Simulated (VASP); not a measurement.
Runs of VASP 6.6.1 on C. The structure is that of space group P6_3/mmc (No. 194), or close to it. The cells are those of the table. 

```tsv
task	cell	smearing	gap on the mesh (eV)	pressure (GPa)	largest force (eV/Å)
relaxation of the atoms	atoms relaxed from a = 2.499, b = 2.499, c = 4.223 Å, angles 90.0, 90.0, 120.0°, 4 atoms	gaussian 0.02 eV	3.08	-5.6	-
single point	a = 2.498, b = 2.498, c = 4.223 Å, angles 90.0, 90.0, 120.0°, 4 atoms	gaussian 0.02 eV	3.09	-5.2	0.01
single point	a = 2.498, b = 2.498, c = 4.223 Å, angles 90.0, 90.0, 120.0°, 4 atoms	gaussian 0.01 eV	3.09	-5.2	0.01
relaxation of the atoms	atoms relaxed from a = 2.564, b = 2.564, c = 4.223 Å, angles 90.0, 90.0, 120.0°, 4 atoms	gaussian 0.02 eV	(a)	-25.6	-
single point	a = 2.499, b = 2.499, c = 4.223 Å, angles 90.0, 90.0, 120.0°, 4 atoms	gaussian 0.02 eV	3.09	-5.6	0.01
```

Alike in all rows: level PBEsol; potentials or basis VASP PAW PBE potentials, release 64 (C); no spin polarisation; k mesh 9 × 9 × 6; cutoff (eV) 520.

Fill in the values left out.

(a) 3.30.

Caveats: the PAW data sets were made with another functional, which shifts forces and pressure a little.

A k mesh can miss the band edges.
